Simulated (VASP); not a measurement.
# C (P6_3/mmc) in VASP: a series of runs

Runs on C. Level: LDA. Tasks: single point, relaxation of cell and atoms.

Program: VASP 6.6.1. These are calculated values, not measurements. Logs are shortened: lines on timing, memory, paths and dates and some standing lists are left out, and cuts for length are marked.

### Step 1. The cell of the first run

It takes space group P6_3/mmc (No. 194, hexagonal). The conventional cell has a = 2.445 Å, b = 2.445 Å, c = 6.610 Å, α = 90.00°, β = 90.00°, γ = 120.00°. Within 1.9 Å of C (site symmetry -6m2) lie 3 C at 1.41 Å. Within 1.9 Å of C (site symmetry -6m2) lie 3 C at 1.41 Å.

### Step 2. Single point, LDA

INCAR

```
SYSTEM = C
ALGO     = Normal         ! electronic algorithm
EDIFF    = 1E-7           ! SCF threshold, eV
ENCUT    = 520            ! plane-wave cutoff, eV
GGA      = CA             ! functional
ISIF     = 2              ! what is computed and relaxed
ISMEAR   = 1              ! smearing method
LASPH    = .True.         ! aspherical terms in the spheres
LCHARG   = .False.        ! write CHGCAR
LREAL    = .False.        ! projectors in reciprocal space
LWAVE    = .False.        ! write WAVECAR
NBANDS   = 16             ! bands
NELM     = 60             ! most SCF steps
PREC     = Accurate       ! precision mode
SIGMA    = 0.6            ! smearing width, eV
```

KPOINTS

```
k-points
0
Gamma
  15 15 5
  0 0 0
```

POSCAR

```
C
1.0
    2.4449954633      0.0000000000      0.0000000000
   -1.2224977317      2.1174281834      0.0000000000
    0.0000000000      0.0000000000      6.6104633561
C
4
Direct
    1.0000000000      1.0000000000      0.2500000000
    0.0000000000      0.0000000000      0.7500000000
    0.3333333333      0.6666666667      0.2500000000
    0.6666666667      0.3333333333      0.7500000000
```

Potentials or basis: VASP PAW LDA potentials, release 64 (C).

Command:

```sh
cat potpaw_LDA.64/C/POTCAR > POTCAR
mpirun -np 1 vasp_std > vasp.out
```

OUTCAR:

```text
SYSTEM = C
   EDIFF = 1E-7
   ENCUT = 520
   GGA = CA
   ISIF = 2
   ISMEAR = 1
   LASPH = .True.
   LREAL = .False.
   NELM = 60
   PREC = Accurate

 ion  position               nearest neighbor table
   1  0.000  0.000  0.250-   3 1.41   3 1.41   3 1.41
   2  0.000  0.000  0.750-   4 1.41   4 1.41   4 1.41
   3  0.333  0.667  0.250-   1 1.41   1 1.41   1 1.41
   4  0.667  0.333  0.750-   2 1.41   2 1.41   2 1.41

  LATTYP: Found a hexagonal cell.
 ALAT       =     2.4449954633
 C/A-ratio  =     2.7036710110

  Lattice vectors:

 A1 = (   2.4449954633,   0.0000000000,   0.0000000000)
 A2 = (  -1.2224977317,   2.1174281834,   0.0000000000)
 A3 = (   0.0000000000,   0.0000000000,   6.6104633561)

Analysis of symmetry for initial positions (statically):
=====================================================================
 Subroutine PRICEL returns:
 Original cell was already a primitive cell.

 Routine SETGRP: Setting up the symmetry group for a
 hexagonal supercell.

 Subroutine GETGRP returns: Found 24 space group operations
 (whereof 12 operations were pure point group operations)
 out of a pool of 24 trial point group operations.

The static configuration has the point symmetry D_3d.
 The point group associated with its full space group is D_6h.

Analysis of symmetry for dynamics (positions and initial velocities):
=====================================================================
 Subroutine PRICEL returns:
 Original cell was already a primitive cell.

 Routine SETGRP: Setting up the symmetry group for a
 hexagonal supercell.

 Subroutine GETGRP returns: Found 24 space group operations
 (whereof 12 operations were pure point group operations)
 out of a pool of 24 trial point group operations.

The dynamic configuration has the point symmetry D_3d.
 The point group associated with its full space group is D_6h.

 Subroutine INISYM returns: Found 24 space group operations
 (whereof 12 operations are pure point group operations),
 and found     1 'primitive' translations

----------------------------------------------------------------------------------------

                                     Primitive cell

[... 86 lines left out ...]
   ISTART =      0    job   : 0-new  1-cont  2-samecut
   ICHARG =      2    charge: 1-file 2-atom 10-const
   ISPIN  =      1    spin polarized calculation?
   LNONCOLLINEAR =      F non collinear calculations
   LSORBIT =      F    spin-orbit coupling
   LASPH  =      T    aspherical Exc in radial PAW
   ENCUT  =  520.0 eV  38.22 Ry    6.18 a.u.   4.55  4.55 12.29*2*pi/ulx,y,z
   NELM   =     60;   NELMIN=  2; NELMDL= -5     # of ELM steps
   EDIFF  = 0.1E-06   stopping-criterion for ELM
   LREAL  =      F    real-space projection
   EDIFFG = 0.1E-05   stopping-criterion for IOM
   NSW    =      0    number of steps for IOM
   IBRION =     -1    ionic relax: 0-MD 1-quasi-New 2-CG
   NFREE  =      0    steps in history (QN), initial steepest desc. (CG)
   ISIF   =      2    stress and relaxation
   ISYM   =      2    0-nonsym 1-usesym 2-fastsym
   POTIM  = 0.5000    time-step for ionic-motion
   TEBEG  =    0.0;   TEEND  =   0.0 temperature during run
   PSTRESS=    0.0 pullay stress
   NELECT =      16.0000    total number of electrons
   NUPDOWN=      -1.0000    fix difference up-down
   EMIN   =  10.00;   EMAX   =-10.00  energy-range for DOS
   EFERMI =   0.00;   METHOD = LEGACY
   ISMEAR =     1;   SIGMA  =   0.60  broadening in eV -4-tet -1-fermi 0-gaus
   EFERMI_NEDOS =   21; number of points for ismear=-14 and -15
   IALGO  =     38    algorithm
   IMIX   =      4    mixing-type and parameters
     AMIX     =   0.40;   BMIX     =  1.00
     AMIX_MAG =   1.60;   BMIX_MAG =  1.00
  volume/ion in A,a.u.               =       8.56        57.74
  Fermi-wavevector in a.u.,A,eV,Ry     =   1.270599  2.401085 21.965552  1.614423
  Thomas-Fermi vector in A             =   2.403578
   LORBIT       =      0    0 simple, 1 ext, 2 COOP (PROOUT), +10 PAW based schemes
   GGA     = CA    functional components
   LHFCALC =     F    Hartree Fock is set to
   AEXX    =    0.0000 exact exchange contribution
   IVDW    =     0    specifies the selected vdW correction
   LEPSILON=     F    determine dielectric tensor
   LRPA    =     F    only Hartree local field effects (RPA)
 non-spin polarized calculation
 Methfessel and Paxton  Order N= 1 SIGMA  =   0.60
  energy-cutoff  :      520.00
  volume of cell :       34.22
 maximum number of plane-waves:       940
   NGX =  9   NGY =  9   NGZ = 25

 number of electron      15.9999995 magnetization

 Free energy of the ion-electron system (eV)
  ---------------------------------------------------
  ext. energy  EPLUGINS =         0.00000000
  ---------------------------------------------------
  free energy    TOTEN  =       -40.44505553 eV

  energy without entropy =      -40.45138677  energy(sigma->0) =      -40.44716594

 E-fermi :   4.8286     XC(G=0): -10.9008

 val. band max:        4.8155304643   @ k =   0.3333   0.3333   0.2000
 cond. band min:       4.8398494167   @ k =   0.3333   0.3333   0.4000
 fundamental gap:      0.0243189524
 Fermi energy:         4.8286400169

 k-point     1 :       0.0000    0.0000    0.0000
  band No.  band energies     occupation
      1     -14.8065      2.00000
      2     -14.4511      2.00000
      3      -3.9773      2.00000
      4      -1.7777      2.00000
      5       1.8423      2.00000
      6       1.8423      2.00000
[... 433 lines left out ...]
      3      -7.8640      2.00000
      4      -7.7820      2.00000
      5      -4.0971      2.00000
      6      -3.9741      2.00000
[... 8 lines left out ...]
     15      16.7448     -0.00000
     16      16.7717     -0.00000

 [... further k-points ...]
[... 5 lines left out ...]
  --------------------------------------------------------------------------------------
  -------------------------------------------------------------------------------------
  Total        0.2569136      0.2569136      0.0091971     -0.0000000     -0.0000000      0.0000000
  in kB       12.0276020     12.0276020      0.4305688     -0.0000000     -0.0000000      0.0000000
  external PRESSURE =       8.1619243 kB  Pullay stress =       0.0000000 kB

 VOLUME and BASIS-vectors are now :
 -----------------------------------------------------------------------------
  energy-cutoff  :      520.00
  volume of cell :       34.22
      direct lattice vectors                 reciprocal lattice vectors
     2.444995463  0.000000000  0.000000000     0.408998714  0.236135518  0.000000000
    -1.222497732  2.117428183  0.000000000     0.000000000  0.472271035  0.000000000
     0.000000000  0.000000000  6.610463356     0.000000000  0.000000000  0.151275326

 POSITION                                       TOTAL-FORCE (eV/Angst)
 -----------------------------------------------------------------------------------
      0.00000      0.00000      1.65262         0.000000     -0.000000     -0.000000
      0.00000      0.00000      4.95785         0.000000      0.000000     -0.000000
     -0.00000      1.41162      1.65262         0.000000      0.000000     -0.000000
      1.22250      0.70581      4.95785        -0.000000     -0.000000      0.000000
 -----------------------------------------------------------------------------------
    total drift:                                0.000000     -0.000000      0.000000

  FREE ENERGIE OF THE ION-ELECTRON SYSTEM (eV)
  ---------------------------------------------------
  free  energy   TOTEN  =       -40.4450555297 eV

  energy  without entropy=      -40.4513867711  energy(sigma->0) =      -40.44716594
```

stdout:

```text
POSCAR found type information on POSCAR C
 POSCAR found :  1 types and       4 ions
 scaLAPACK will be used
 LDA part: xc-table for (Slater(with rela. corr.)+CA(PZ))
 , standard interpolation
 POSCAR, INCAR and KPOINTS ok, starting setup
 FFT: planning ... GRIDC
 FFT: planning ... GRID_SOFT
 FFT: planning ... GRID
 WAVECAR not read
 entering main loop
```

Run time: 70 s. Hardware: 1 thread of Intel Xeon 8259CL, shared host; peak memory 0.15 GiB.

Results:

| Item | Value |
| --- | --- |
| Free energy | -40.4451 eV |
| Pressure | 0.8 GPa |
| Band gap on the k mesh | zero (band 8 reaches 4.84 eV, above the bottom of band 9 at 4.80 eV) |

Levels at points of the mesh, in eV from the Fermi level:
```csv
k point,band 6,band 7,band 8,band 9,band 10,band 11
"(0.00, 0.00, 0.00)",-2.99,-2.97,-2.97,3.93,8.45,8.45
```

### Step 3. Single point, LDA

INCAR

```
SYSTEM = C
ALGO     = Normal         ! electronic algorithm
EDIFF    = 1E-7           ! SCF threshold, eV
ENCUT    = 520            ! plane-wave cutoff, eV
ISIF     = 2              ! what is computed and relaxed
ISMEAR   = 1              ! smearing method
LASPH    = .TRUE.         ! aspherical terms in the spheres
LCHARG   = .FALSE.        ! write CHGCAR
LREAL    = .FALSE.        ! projectors in reciprocal space
LWAVE    = .FALSE.        ! write WAVECAR
NBANDS   = 16             ! bands
NELM     = 80             ! most SCF steps
PREC     = Accurate       ! precision mode
SIGMA    = 1.0            ! smearing width, eV
```

KPOINTS

```
k-points
0
G
  15 15 5
  0 0 0
```

POSCAR is that of step 2.

Potentials or basis: VASP PAW LDA potentials, release 64 (C).

Command:

```sh
cat potpaw_LDA.64/C/POTCAR > POTCAR
mpirun -np 1 vasp_std > vasp.out
```

OUTCAR:

```text
SYSTEM = C
   EDIFF = 1E-7
   ENCUT = 520
   ISIF = 2
   ISMEAR = 1
   LASPH = .TRUE.
   LREAL = .FALSE.
   NELM = 80
   PREC = Accurate

 ion  position               nearest neighbor table
   1  0.000  0.000  0.250-   3 1.41   3 1.41   3 1.41
   2  0.000  0.000  0.750-   4 1.41   4 1.41   4 1.41
   3  0.333  0.667  0.250-   1 1.41   1 1.41   1 1.41
   4  0.667  0.333  0.750-   2 1.41   2 1.41   2 1.41

  LATTYP: Found a hexagonal cell.
 ALAT       =     2.4449954633
 C/A-ratio  =     2.7036710110
[... 647 lines left out ...]
     15      16.7453     -0.00000
     16      16.7727     -0.00000

 [... further k-points ...]
[... 5 lines left out ...]
  --------------------------------------------------------------------------------------
  -------------------------------------------------------------------------------------
  Total        0.2254797      0.2254797      0.0089854     -0.0000000     -0.0000000      0.0000000
  in kB       10.5560001     10.5560001      0.4206559     -0.0000000     -0.0000000      0.0000000
  external PRESSURE =       7.1775520 kB  Pullay stress =       0.0000000 kB

 VOLUME and BASIS-vectors are now :
 -----------------------------------------------------------------------------
  energy-cutoff  :      520.00
  volume of cell :       34.22
      direct lattice vectors                 reciprocal lattice vectors
     2.444995463  0.000000000  0.000000000     0.408998714  0.236135518  0.000000000
    -1.222497732  2.117428183  0.000000000     0.000000000  0.472271035  0.000000000
     0.000000000  0.000000000  6.610463356     0.000000000  0.000000000  0.151275326

 POSITION                                       TOTAL-FORCE (eV/Angst)
 -----------------------------------------------------------------------------------
      0.00000      0.00000      1.65262        -0.000000     -0.000000     -0.000000
      0.00000      0.00000      4.95785        -0.000000      0.000000     -0.000000
     -0.00000      1.41162      1.65262         0.000000      0.000000      0.000000
      1.22250      0.70581      4.95785        -0.000000      0.000000      0.000000
 -----------------------------------------------------------------------------------
    total drift:                                0.000000     -0.000000      0.000000

  FREE ENERGIE OF THE ION-ELECTRON SYSTEM (eV)
  ---------------------------------------------------
  free  energy   TOTEN  =       -40.4321224681 eV

  energy  without entropy=      -40.4876682336  energy(sigma->0) =      -40.45063772
```

stdout:

```text
POSCAR found type information on POSCAR C
 POSCAR found :  1 types and       4 ions
 scaLAPACK will be used
 LDA part: xc-table for (Slater(with rela. corr.)+CA(PZ))
 , standard interpolation
 POSCAR, INCAR and KPOINTS ok, starting setup
 FFT: planning ... GRIDC
 FFT: planning ... GRID_SOFT
 FFT: planning ... GRID
 WAVECAR not read
 entering main loop
```

It took 75 s on 1 thread of Intel Xeon 8259CL, shared host; peak memory 0.14 GiB.

Results:

- Free energy: -40.4321 eV
- Pressure: 0.7 GPa
- Band gap on the k mesh: zero (band 8 reaches 4.84 eV, above the bottom of band 9 at 4.80 eV)

Stress tensor (GPa, compression positive):
```
1.06 0.00 0.00
0.00 1.06 0.00
0.00 0.00 0.04
```

### Step 4. Relaxation of cell and atoms, LDA

This run uses another cell than the first one, of 8.82 Å³/atom, 1.031 times its volume.

INCAR

```
PREC = Accurate
ENCUT = 910
EDIFF = 1E-7
ISMEAR = -1
SIGMA = 0.05
LREAL = False
LASPH = True
NELM = 120
ALGO = Normal
ISIF = 3
LWAVE = False
LCHARG = False
GGA = CA
IBRION = 2
NSW = 80
EDIFFG = -0.01
GGA_COMPAT = False
NELMIN = 4
```

KPOINTS

```
Automatic mesh
0
Gamma
  8 8 3
```

POSCAR

```
C
1.0
    2.4640014744      0.0000000000      0.0000000000
   -1.2320007372      2.1338878718      0.0000000000
    0.0000000000      0.0000000000      6.7110000000
C
4
Direct
    0.0000000000      0.0000000000      0.2500000000
    0.0000000000      0.0000000000      0.7500000000
    0.3333333333      0.6666666667      0.2500000000
    0.6666666667      0.3333333333      0.7500000000
```

Potentials or basis: VASP PAW LDA potentials, release 64 (C_h).

Command:

```sh
cat potpaw_LDA.64/C_h/POTCAR > POTCAR
mpirun -np 1 vasp_std > vasp.out
```

It took 62 s on 1 thread of Intel Xeon Platinum 8259CL at 2.50GHz (Skylake/Cascade Lake), shared host; peak memory 0.16 GiB.

It converged, with:

```yaml
Free_energy: -40.4963 eV
Relaxed_volume: 8.50 Å³/atom
Relaxed_cell: a = 2.446 Å, b = 2.446 Å, c = 6.562 Å, α = 90.00°, β = 90.00°, γ = 120.00°
Space_group_after_relaxing_to_0.05_Å: P6_3/mmc (No. 194)
Energy_gained_by_relaxing: 4.1 meV/atom
Ionic_steps: 9
Pressure_after_relaxing: 0.0 GPa
Band_gap_on_the_k_mesh: 1.74 eV, indirect (least direct gap 1.79 eV)
```

Step by step:
```
step  energy change (eV)  largest force (eV/Å)  pressure (GPa)  volume (Å³)
   1              0.0000                0.0000           -6.31        35.29
   2              0.0717                0.0000           15.90        33.53
   3             -0.0147                0.0000           -0.35        34.77
   4             -0.0147                0.0000           -0.22        34.76
   5             -0.0149                0.0000           -0.21        34.70
   6             -0.0156                0.0000           -0.17        34.53
   7             -0.0164                0.0000           -0.06        34.18
   8             -0.0155                0.0000            0.20        33.49
   9             -0.0165                0.0000            0.01        34.00
```

Final structure:
```yaml
crystal:
  lattice:
    - [2.44620, 0.00000, 0.00000]
    - [-1.22310, 2.11847, 0.00000]
    - [0.00000, 0.00000, 6.56151]
  atoms:
    - { symbol: C, position: [0.00000, 0.00000, 0.25000] }
    - { symbol: C, position: [0.00000, 0.00000, 0.75000] }
    - { symbol: C, position: [0.33333, 0.66667, 0.25000] }
    - { symbol: C, position: [0.66667, 0.33333, 0.75000] }
```

Levels at points of the mesh, in eV from the valence-band top:
```tsv
k point	band 6	band 7	band 8	band 9	band 10	band 11
(0.00, 0.00, 0.00)	-2.19	-2.17	-2.17	4.81	9.23	9.23
(0.50, 0.00, 0.00)	-5.60	-2.09	-1.31	2.26	3.04	8.28
```

Caveat: the cutoff is under 1.25 times the usual one of these potentials, so pressure, stress and relaxed cells hold a basis-set (Pulay) error. A k mesh can miss the band edges.

### Step 5. The runs side by side

| task | potentials or basis | cell | k mesh | cutoff (eV) | smearing | second run | gap on the mesh (eV) | pressure (GPa) |
| --- | --- | --- | --- | --- | --- | --- | --- | --- |
| single point | VASP PAW LDA potentials, release 64 (C) | a = 2.445, b = 2.445, c = 6.610 Å, angles 90.0, 90.0, 120.0°, 4 atoms | 15 × 15 × 5 | 520 | methfessel-paxton 0.6 eV | - | none | 0.8 |
| single point | VASP PAW LDA potentials, release 64 (C) | a = 2.445, b = 2.445, c = 6.610 Å, angles 90.0, 90.0, 120.0°, 4 atoms | 15 × 15 × 5 | 520 | methfessel-paxton 1 eV | - | none | 0.7 |
| relaxation of cell and atoms | VASP PAW LDA potentials, release 64 (C_h) | relaxed from a = 2.464, b = 2.464, c = 6.711 Å, angles 90.0, 90.0, 120.0°, 4 atoms | 8 × 8 × 3 | 910 | fermi-dirac 0.05 eV | hard_potentials | 1.74 | 0.0 |

Alike in all rows: level LDA; no spin polarisation.

Caveats: the cutoff is under 1.25 times the usual one of these potentials, so pressure, stress and relaxed cells hold a basis-set (Pulay) error (some runs).

Absolute energies hang on the potentials; compare differences alone.
